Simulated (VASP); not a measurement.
A run of VASP 6.6.1 is set up as follows.

The input INCAR:

```
PREC     = Accurate       # precision mode
ENCUT    = 600            # plane-wave cutoff, eV
EDIFF    = 1E-6           # SCF threshold, eV
ISMEAR   = 0              # smearing method
SIGMA    = 0.01           # smearing width, eV
LREAL    = F              # projectors in reciprocal space
LASPH    = T              # aspherical terms in the spheres
NELM     = 60             # most SCF steps
ALGO     = Normal         # electronic algorithm
ISIF     = 3              # what is computed and relaxed
LWAVE    = F              # write WAVECAR
LCHARG   = F              # write CHGCAR
GGA      = PS             # functional
IBRION   = 2              # ionic algorithm
NSW      = 100            # ionic steps
EDIFFG   = -0.002         # ionic threshold
PSTRESS  = 40.0
```

The input KPOINTS:

```
regular mesh
0
Gamma
  8 8 8
```

The input POSCAR:

```
NaCl
1.0
    2.8009524961      2.8009524961      0.0000000000
   -2.8009524961      2.8009524961      0.0000000000
    0.0000000000      2.8009524961      2.8009524961
Na Cl
1 1
Direct
    0.0000000000      0.0000000000      0.0000000000
    0.5000000000      0.5000000000      0.0000000000
```

Potentials or basis: VASP PAW PBE potentials, release 64 (Na_pv, Cl).

Run with:

```sh
$ cat potpaw_PBE.64/Na_pv/POTCAR potpaw_PBE.64/Cl/POTCAR > POTCAR
$ mpirun -np 1 vasp_std > vasp.out
```

Problem. Predict the relaxed cell.

Solution. a = 3.810 Å, b = 3.810 Å, c = 3.810 Å, α = 60.00°, β = 60.00°, γ = 90.00°.

Problem. What does it give for the relaxed volume?

Solution. 19.56 Å³/atom.

Problem. What does it give for the space group after relaxing (to 0.1 Å)?

Solution. Fm-3m (No. 225).

Problem. What does it give for the band gap on the k mesh?

Solution. 5.49 eV.

Final structure:
```
CELL_PARAMETERS angstrom
2.69421 2.69421 0.00000
-2.69421 2.69421 0.00000
0.00000 2.69421 2.69421
ATOMIC_POSITIONS crystal
Na 0.00000 0.00000 0.00000
Cl 0.50000 0.50000 0.00000
```

Caveat: the cell is relaxed towards a set pressure, so the run minimises the enthalpy, not the energy; the PAW data sets were made with another functional, which shifts forces and pressure a little.
